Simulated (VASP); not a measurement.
# Cr (Pm-3n) in VASP: further runs

The runs below take Cr through single point, with BLYP.

Program: VASP 6.6.1. These are calculated values, not measurements. Logs are shortened: lines on timing, memory, paths and dates and some standing lists are left out, and cuts for length are marked.

## Step 1: The cell of the first run

It takes space group Pm-3n (No. 223, cubic). Conventional cell: a = 4.591 Å, b = 4.591 Å, c = 4.591 Å, α = 90.00°, β = 90.00°, γ = 90.00°. Cr (site symmetry m-3) has 12 Cr at 2.57 Å within 3.4 Å. Within 3.0 Å of Cr (site symmetry -4m2) lie 14 Cr at 2.30 to 2.81 Å.

## Step 2: Single point, BLYP, collinear spin, ferromagnetic start

INCAR reads:

```
AGGAC = 1.0 ; AGGAX = 1.0
ALDAC = 0.0 ; ALDAX = 1.0
ALGO = Normal ; EDIFF = 1E-6
ENCUT = 520 ; GGA = B5
ISIF = 2 ; ISMEAR = -1
ISPIN = 2 ; LASPH = True
LCHARG = False ; LMAXMIX = 4
LORBIT = 11 ; LREAL = False
LWAVE = False ; MAGMOM = 1.5 1.5 1.5 1.5 1.5 1.5 1.5 1.5
NBANDS = 62 ; NELM = 150
PREC = Accurate ; SIGMA = 0.05
```

KPOINTS reads:

```
k-points
0
Gamma
  6 6 6
```

POSCAR reads:

```
Cr
1.0
    4.5907245234      0.0000000000      0.0000000000
    0.0000000000      4.5907245234      0.0000000000
    0.0000000000      0.0000000000      4.5907245234
Cr
8
Direct
    0.0000000000      1.0000000000      0.0000000000
    0.5000000000      0.5000000000      0.5000000000
    0.2500000000      0.0000000000      0.5000000000
    0.7500000000      1.0000000000      0.5000000000
    0.5000000000      0.2500000000      1.0000000000
    0.5000000000      0.7500000000      1.0000000000
    1.0000000000      0.5000000000      0.2500000000
    1.0000000000      0.5000000000      0.7500000000
```

Potentials or basis: VASP PAW PBE potentials, release 64 (Cr_pv).

The run is started by

```bash
> cat potpaw_PBE.64/Cr_pv/POTCAR > POTCAR
> mpirun -np 1 vasp_std > vasp.out
```

OUTCAR:

```text
EDIFF = 1E-6
   ENCUT = 520
   GGA = B5
   ISIF = 2
   ISMEAR = -1
   ISPIN = 2
   LASPH = True
   LORBIT = 11
   LREAL = False
   NELM = 150
   PREC = Accurate

 ion  position               nearest neighbor table
   1  0.000  0.000  0.000-   3 2.57   4 2.57   5 2.57   6 2.57   7 2.57   8 2.57   3 2.57   4 2.57
                             7 2.57   8 2.57   5 2.57   6 2.57
   2  0.500  0.500  0.500-   3 2.57   4 2.57   5 2.57   6 2.57   7 2.57   8 2.57   5 2.57   6 2.57
                             3 2.57   4 2.57   7 2.57   8 2.57
   3  0.250  0.000  0.500-   4 2.30   4 2.30   1 2.57   1 2.57   2 2.57   2 2.57   5 2.81   6 2.81
                             6 2.81   5 2.81   8 2.81   7 2.81   8 2.81   7 2.81
   4  0.750  0.000  0.500-   3 2.30   3 2.30   1 2.57   1 2.57   2 2.57   2 2.57   5 2.81   6 2.81
                             6 2.81   5 2.81   8 2.81   7 2.81   8 2.81   7 2.81
   5  0.500  0.250  0.000-   6 2.30   6 2.30   1 2.57   2 2.57   2 2.57   1 2.57   3 2.81   4 2.81
                             3 2.81   4 2.81   8 2.81   7 2.81   7 2.81   8 2.81
   6  0.500  0.750  0.000-   5 2.30   5 2.30   1 2.57   2 2.57   2 2.57   1 2.57   3 2.81   4 2.81
                             3 2.81   4 2.81   8 2.81   7 2.81   7 2.81   8 2.81
   7  0.000  0.500  0.250-   8 2.30   8 2.30   1 2.57   2 2.57   1 2.57   2 2.57   3 2.81   4 2.81
                             5 2.81   3 2.81   4 2.81   6 2.81   5 2.81   6 2.81
   8  0.000  0.500  0.750-   7 2.30   7 2.30   1 2.57   2 2.57   1 2.57   2 2.57   3 2.81   4 2.81
                             5 2.81   3 2.81   4 2.81   6 2.81   5 2.81   6 2.81

  LATTYP: Found a simple cubic cell.
 ALAT       =     4.5907245234

  Lattice vectors:

 A1 = (   4.5907245234,   0.0000000000,   0.0000000000)
 A2 = (   0.0000000000,   4.5907245234,   0.0000000000)
 A3 = (   0.0000000000,   0.0000000000,   4.5907245234)

Analysis of symmetry for initial positions (statically):
=====================================================================
 Subroutine PRICEL returns:
 Original cell was already a primitive cell.

 Routine SETGRP: Setting up the symmetry group for a
 simple cubic supercell.

 Subroutine GETGRP returns: Found 48 space group operations
 (whereof 24 operations were pure point group operations)
 out of a pool of 48 trial point group operations.

The static configuration has the point symmetry T_h .
 The point group associated with its full space group is O_h .

Analysis of symmetry for dynamics (positions and initial velocities):
=====================================================================
 Subroutine PRICEL returns:
 Original cell was already a primitive cell.

 Routine SETGRP: Setting up the symmetry group for a
 simple cubic supercell.

 Subroutine GETGRP returns: Found 48 space group operations
 (whereof 24 operations were pure point group operations)
 out of a pool of 48 trial point group operations.

The dynamic configuration has the point symmetry T_h .
 The point group associated with its full space group is O_h .

Analysis of structural, dynamic, and magnetic symmetry:
=====================================================================
 Subroutine PRICEL returns:
 Original cell was already a primitive cell.

 Routine SETGRP: Setting up the symmetry group for a
 simple cubic supercell.

 Subroutine GETGRP returns: Found 48 space group operations
 (whereof 24 operations were pure point group operations)
 out of a pool of 48 trial point group operations.

The overall configuration has the point symmetry T_h .
 The point group associated with its full space group is O_h .

 Subroutine INISYM returns: Found 48 space group operations
 (whereof 24 operations are pure point group operations),
 and found     1 'primitive' translations

----------------------------------------------------------------------------------------

                                     Primitive cell

  volume of cell :      96.7484

  direct lattice vectors                    reciprocal lattice vectors
     4.590724523  0.000000000  0.000000000     0.217830540  0.000000000  0.000000000
     0.000000000  4.590724523  0.000000000     0.000000000  0.217830540  0.000000000
     0.000000000  0.000000000  4.590724523     0.000000000  0.000000000  0.217830540

[... 77 lines left out ...]
   ions per type =               8
   NGX,Y,Z   is equivalent  to a cutoff of  13.04, 13.04, 13.04 a.u.
   NGXF,Y,Z  is equivalent  to a cutoff of  26.07, 26.07, 26.07 a.u.
 SYSTEM =  unknown system
   PREC   = accura    normal or accurate (medium, high low for compatibility)
   ISTART =      0    job   : 0-new  1-cont  2-samecut
   ICHARG =      2    charge: 1-file 2-atom 10-const
   ISPIN  =      2    spin polarized calculation?
   LNONCOLLINEAR =      F non collinear calculations
   LSORBIT =      F    spin-orbit coupling
   LASPH  =      T    aspherical Exc in radial PAW
   ENCUT  =  520.0 eV  38.22 Ry    6.18 a.u.   8.54  8.54  8.54*2*pi/ulx,y,z
   NELM   =    150;   NELMIN=  2; NELMDL= -5     # of ELM steps
   EDIFF  = 0.1E-05   stopping-criterion for ELM
   LREAL  =      F    real-space projection
   EDIFFG = 0.1E-04   stopping-criterion for IOM
   NSW    =      0    number of steps for IOM
   IBRION =     -1    ionic relax: 0-MD 1-quasi-New 2-CG
   NFREE  =      0    steps in history (QN), initial steepest desc. (CG)
   ISIF   =      2    stress and relaxation
   ISYM   =      2    0-nonsym 1-usesym 2-fastsym
   POTIM  = 0.5000    time-step for ionic-motion
   TEBEG  =    0.0;   TEEND  =   0.0 temperature during run
   PSTRESS=    0.0 pullay stress
   NELECT =      96.0000    total number of electrons
   NUPDOWN=      -1.0000    fix difference up-down
   EMIN   =  10.00;   EMAX   =-10.00  energy-range for DOS
   EFERMI =   0.00;   METHOD = LEGACY
   ISMEAR =    -1;   SIGMA  =   0.05  broadening in eV -4-tet -1-fermi 0-gaus
   EFERMI_NEDOS =   21; number of points for ismear=-14 and -15
   IALGO  =     38    algorithm
   IMIX   =      4    mixing-type and parameters
     AMIX     =   0.40;   BMIX     =  1.00
     AMIX_MAG =   1.60;   BMIX_MAG =  1.00
  volume/ion in A,a.u.               =      12.09        81.61
  Fermi-wavevector in a.u.,A,eV,Ry     =   1.632866  3.085670 36.276574  2.666253
  Thomas-Fermi vector in A             =   2.724766
   LORBIT       =     11    0 simple, 1 ext, 2 COOP (PROOUT), +10 PAW based schemes
   GGA     = B5    functional components
   LHFCALC =     F    Hartree Fock is set to
   AEXX    =    0.0000 exact exchange contribution
   IVDW    =     0    specifies the selected vdW correction
   LEPSILON=     F    determine dielectric tensor
   LRPA    =     F    only Hartree local field effects (RPA)
 spin polarized calculation
  energy-cutoff  :      520.00
  volume of cell :       96.75
 maximum number of plane-waves:      2629
 NGX is ok and might be reduce to    36
   NGX = 17   NGY = 17   NGZ = 17

 number of electron      95.9999924 magnetization       0.0000244

 number of electron      95.9999924 magnetization      -0.0000622

 Free energy of the ion-electron system (eV)
  ---------------------------------------------------
  ext. energy  EPLUGINS =         0.00000000
  ---------------------------------------------------
  free energy    TOTEN  =       -66.05653768 eV

  energy without entropy =      -66.00746238  energy(sigma->0) =      -66.03200003

 E-fermi :  10.6664     XC(G=0): -12.8283

 val. band max:       10.6617773954   @ k =   0.5000   0.3333   0.0000
 cond. band min:      10.6837746371   @ k =   0.5000   0.1667   0.0000
 fundamental gap:      0.0219972416
 Fermi energy:        10.6663654093

 spin component 1

 k-point     1 :       0.0000    0.0000    0.0000
  band No.  band energies     occupation
      1     -32.8326      1.00000
      2     -32.8326      1.00000
      3     -32.7347      1.00000
      4     -32.5433      1.00000
      5     -32.5433      1.00000
      6     -32.5433      1.00000
[... 1249 lines left out ...]
     59      12.2737      0.00000
     60      12.2737      0.00000
 Fermi energy:        10.6663654093

 spin component 2

 k-point     1 :       0.0000    0.0000    0.0000
  band No.  band energies     occupation
      1     -32.8326      1.00000
      2     -32.8326      1.00000
      3     -32.7347      1.00000
      4     -32.5433      1.00000
      5     -32.5433      1.00000
      6     -32.5433      1.00000
[... 1249 lines left out ...]
     59      12.2738      0.00000
     60      12.2738      0.00000
 [bands above 60 left out]

------------------------ aborting loop because EDIFF is reached ----------------------------------------

  FORCE on cell =-STRESS in cart. coord.  units (eV):
  Direction    XX          YY          ZZ          XY          YZ          ZX
  --------------------------------------------------------------------------------------
  -------------------------------------------------------------------------------------
  Total       -0.0491368     -0.0491368     -0.0491368     -0.0000000     -0.0000000     -0.0000000
  in kB       -0.8137171     -0.8137171     -0.8137171     -0.0000000     -0.0000000     -0.0000000
  external PRESSURE =      -0.8137171 kB  Pullay stress =       0.0000000 kB

 VOLUME and BASIS-vectors are now :
 -----------------------------------------------------------------------------
  energy-cutoff  :      520.00
  volume of cell :       96.75
      direct lattice vectors                 reciprocal lattice vectors
     4.590724523  0.000000000  0.000000000     0.217830540  0.000000000  0.000000000
     0.000000000  4.590724523  0.000000000     0.000000000  0.217830540  0.000000000
     0.000000000  0.000000000  4.590724523     0.000000000  0.000000000  0.217830540

 POSITION                                       TOTAL-FORCE (eV/Angst)
 -----------------------------------------------------------------------------------
      0.00000      0.00000      0.00000         0.000000      0.000000     -0.000000
      2.29536      2.29536      2.29536         0.000000      0.000000     -0.000000
      1.14768      0.00000      2.29536         0.000000     -0.000000      0.000000
      3.44304      0.00000      2.29536        -0.000000     -0.000000     -0.000000
      2.29536      1.14768      0.00000        -0.000000     -0.000000      0.000000
      2.29536      3.44304      0.00000        -0.000000      0.000000      0.000000
      0.00000      2.29536      1.14768         0.000000      0.000000     -0.000000
      0.00000      2.29536      3.44304        -0.000000      0.000000      0.000000
 -----------------------------------------------------------------------------------
    total drift:                                0.000000      0.000000     -0.000000

  FREE ENERGIE OF THE ION-ELECTRON SYSTEM (eV)
  ---------------------------------------------------
  free  energy   TOTEN  =       -66.0565376817 eV

  energy  without entropy=      -66.0074623828  energy(sigma->0) =      -66.03200003

 total charge

# of ion       s       p       d       tot
------------------------------------------
    1        0.409   6.388   4.224  11.021
    2        0.409   6.388   4.224  11.021
    3        0.396   6.365   4.237  10.997
    4        0.396   6.365   4.237  10.997
    5        0.396   6.365   4.237  10.997
    6        0.396   6.365   4.237  10.997
    7        0.396   6.365   4.237  10.997
    8        0.396   6.365   4.237  10.997
--------------------------------------------------
tot          3.192  50.965  33.869  88.026

 magnetization (x)

# of ion       s       p       d       tot
------------------------------------------
    1        0.000   0.000   0.000   0.000
    2        0.000   0.000   0.000   0.000
    3        0.000  -0.000  -0.000  -0.000
    4        0.000  -0.000  -0.000  -0.000
    5        0.000  -0.000  -0.000  -0.000
    6        0.000  -0.000  -0.000  -0.000
    7        0.000  -0.000  -0.000  -0.000
    8        0.000  -0.000  -0.000  -0.000
--------------------------------------------------
tot          0.000  -0.000  -0.000  -0.000
```

It took 4.8 min on 1 thread of Intel Xeon Platinum 8259CL at 2.50GHz (Skylake/Cascade Lake), shared host; peak memory 0.32 GiB.

What came out:

```yaml
Free_energy: -66.0565 eV
Pressure: -0.1 GPa
Band_gap_on_the_k_mesh: zero (filled and empty bands overlap)
Net_moment: 0.00 μB per cell
Valence_electrons_inside_the_program's_atomic_spheres: Cr 11.02, 11.00
```

Levels at points of the mesh, in eV from the Fermi level:
Spin up:
| k point | band 45 | band 46 | band 47 | band 48 | band 49 | band 50 | band 51 | band 52 |
| --- | --- | --- | --- | --- | --- | --- | --- | --- |
| (0.00, 0.00, 0.00) | -1.07 | -1.07 | -0.30 | -0.30 | -0.30 | 0.75 | 0.75 | 0.75 |
| (0.50, 0.00, 0.00) | -0.76 | -0.76 | -0.60 | -0.60 | 0.29 | 0.29 | 0.30 | 0.30 |
| (0.50, 0.50, 0.00) | -0.77 | -0.51 | -0.51 | 0.02 | 0.02 | 0.02 | 0.17 | 0.59 |
| (0.50, 0.50, 0.50) | -0.94 | -0.94 | -0.94 | -0.94 | 0.64 | 0.64 | 0.64 | 0.64 |
Spin down:
```
           k point  band 46  band 47  band 48  band 49  band 50  band 51
(0.00, 0.00, 0.00)    -1.07    -0.30    -0.30    -0.30     0.75     0.75
(0.50, 0.00, 0.00)    -0.76    -0.60    -0.60     0.29     0.29     0.30
(0.50, 0.50, 0.00)    -0.51    -0.51     0.02     0.02     0.02     0.17
(0.50, 0.50, 0.50)    -0.94    -0.94    -0.94     0.64     0.64     0.64
```

Caveat: the starting moments collapsed, and a magnetic state may lie lower; the PAW data sets were made with another functional, which shifts forces and pressure a little.

## Step 3: Single point, BLYP

INCAR reads:

```
  AGGAC = 1.0
  AGGAX = 1.0
  ALDAC = 0.0
  ALDAX = 1.0
  ALGO = Normal
  EDIFF = 1E-6
  ENCUT = 520
  GGA = B5
  ISIF = 2
  ISMEAR = -1
  LASPH = True
  LCHARG = False
  LREAL = False
  LWAVE = False
  NBANDS = 58
  NELM = 60
  PREC = Accurate
  SIGMA = 0.1
```

KPOINTS reads:

```
k-points
0
Gamma
  7 7 7
```

POSCAR reads:

```
Cr
1.0
    4.5914159174      0.0000000000      0.0000000000
    0.0000000000      4.5914159174      0.0000000000
    0.0000000000      0.0000000000      4.5914159174
Cr
8
Direct
    0.0000000000      1.0000000000      1.0000000000
    0.5000000000      0.5000000000      0.5000000000
    0.2500000000      0.0000000000      0.5000000000
    0.7500000000      0.0000000000      0.5000000000
    0.5000000000      0.2500000000      1.0000000000
    0.5000000000      0.7500000000      1.0000000000
    0.0000000000      0.5000000000      0.2500000000
    1.0000000000      0.5000000000      0.7500000000
```

Potentials or basis: VASP PAW PBE potentials, release 64 (Cr_pv).

The run is started by

```bash
> cat potpaw_PBE.64/Cr_pv/POTCAR > POTCAR
> mpirun -np 1 vasp_std > vasp.out
```

OUTCAR:

```text
EDIFF = 1E-6
   ENCUT = 520
   GGA = B5
   ISIF = 2
   ISMEAR = -1
   LASPH = True
   LREAL = False
   NELM = 60
   PREC = Accurate

 ion  position               nearest neighbor table
   1  0.000  0.000  0.000-   3 2.57   4 2.57   5 2.57   6 2.57   7 2.57   8 2.57   3 2.57   4 2.57
                             7 2.57   8 2.57   5 2.57   6 2.57
   2  0.500  0.500  0.500-   3 2.57   4 2.57   5 2.57   6 2.57   7 2.57   8 2.57   5 2.57   6 2.57
                             3 2.57   4 2.57   7 2.57   8 2.57
   3  0.250  0.000  0.500-   4 2.30   4 2.30   1 2.57   1 2.57   2 2.57   2 2.57   8 2.81   5 2.81
                             5 2.81   6 2.81   6 2.81   7 2.81   8 2.81   7 2.81
   4  0.750  0.000  0.500-   3 2.30   3 2.30   1 2.57   1 2.57   2 2.57   2 2.57   8 2.81   5 2.81
                             5 2.81   6 2.81   6 2.81   7 2.81   8 2.81   7 2.81
   5  0.500  0.250  0.000-   6 2.30   6 2.30   1 2.57   2 2.57   2 2.57   1 2.57   8 2.81   4 2.81
                             3 2.81   4 2.81   3 2.81   7 2.81   7 2.81   8 2.81
   6  0.500  0.750  0.000-   5 2.30   5 2.30   1 2.57   2 2.57   2 2.57   1 2.57   8 2.81   4 2.81
                             3 2.81   4 2.81   3 2.81   7 2.81   7 2.81   8 2.81
   7  0.000  0.500  0.250-   8 2.30   8 2.30   1 2.57   2 2.57   1 2.57   2 2.57   3 2.81   4 2.81
[... 208 lines left out ...]
      4     -32.5417      2.00000
      5     -32.5417      2.00000
      6     -32.5417      2.00000
[... 1209 lines left out ...]
     57      12.0703      0.00000
     58      12.1865      0.00000

------------------------ aborting loop because EDIFF is reached ----------------------------------------

  FORCE on cell =-STRESS in cart. coord.  units (eV):
  Direction    XX          YY          ZZ          XY          YZ          ZX
  --------------------------------------------------------------------------------------
  -------------------------------------------------------------------------------------
  Total       -0.0718426     -0.0718426     -0.0718426      0.0000000     -0.0000000      0.0000000
  in kB       -1.1891936     -1.1891936     -1.1891936      0.0000000     -0.0000000      0.0000000
  external PRESSURE =      -1.1891936 kB  Pullay stress =       0.0000000 kB

 VOLUME and BASIS-vectors are now :
 -----------------------------------------------------------------------------
  energy-cutoff  :      520.00
  volume of cell :       96.79
      direct lattice vectors                 reciprocal lattice vectors
     4.591415917  0.000000000  0.000000000     0.217797738  0.000000000  0.000000000
     0.000000000  4.591415917  0.000000000     0.000000000  0.217797738  0.000000000
     0.000000000  0.000000000  4.591415917     0.000000000  0.000000000  0.217797738

 POSITION                                       TOTAL-FORCE (eV/Angst)
 -----------------------------------------------------------------------------------
      0.00000      0.00000      0.00000        -0.000000     -0.000000      0.000000
      2.29571      2.29571      2.29571        -0.000000     -0.000000      0.000000
      1.14785      0.00000      2.29571        -0.000000      0.000000     -0.000000
      3.44356      0.00000      2.29571         0.000000     -0.000000     -0.000000
      2.29571      1.14785      0.00000        -0.000000      0.000000     -0.000000
      2.29571      3.44356      0.00000         0.000000     -0.000000      0.000000
      0.00000      2.29571      1.14785         0.000000     -0.000000      0.000000
      0.00000      2.29571      3.44356         0.000000     -0.000000     -0.000000
 -----------------------------------------------------------------------------------
    total drift:                                0.000000      0.000000     -0.000000

  FREE ENERGIE OF THE ION-ELECTRON SYSTEM (eV)
  ---------------------------------------------------
  free  energy   TOTEN  =       -66.1515605517 eV

  energy  without entropy=      -65.9429878673  energy(sigma->0) =      -66.04727421
```

stdout:

```text
POSCAR found type information on POSCAR Cr
 POSCAR found :  1 types and       8 ions
 scaLAPACK will be used
 -----------------------------------------------------------------------------
|                                                                             |
|                                                                             |
|     You enforced a specific xc type in the INCAR file but a different       |
|     I HOPE YOU KNOW WHAT YOU ARE DOING!                                     |
|                                                                             |
 -----------------------------------------------------------------------------

 LDA part: xc-table for (Slater(with rela. corr.)+VWN5), standard interpolation
 POSCAR, INCAR and KPOINTS ok, starting setup
 FFT: planning ... GRIDC
 FFT: planning ... GRID_SOFT
 FFT: planning ... GRID
 WAVECAR not read
 entering main loop
```

It took 5 min on 1 thread of AMD EPYC 7R43 (Zen 3), shared host; peak memory 0.2 GiB.

Results:

| Property | Result |
| --- | --- |
| Free energy | -66.1516 eV |
| Pressure | -0.1 GPa |
| Band gap on the k mesh | zero (band 48 reaches 10.68 eV, above the bottom of band 49 at 10.36 eV) |

Levels at points of the mesh, in eV from the Fermi level:
```tsv
k point	band 44	band 45	band 46	band 47	band 48	band 49	band 50	band 51	band 52	band 53
(0.00, 0.00, 0.00)	-1.14	-1.02	-1.02	-0.25	-0.25	-0.25	0.80	0.80	0.80	0.82
```

Caveat: the PAW data sets were made with another functional, which shifts forces and pressure a little; the run has no spin polarisation, though such a crystal can be magnetic.
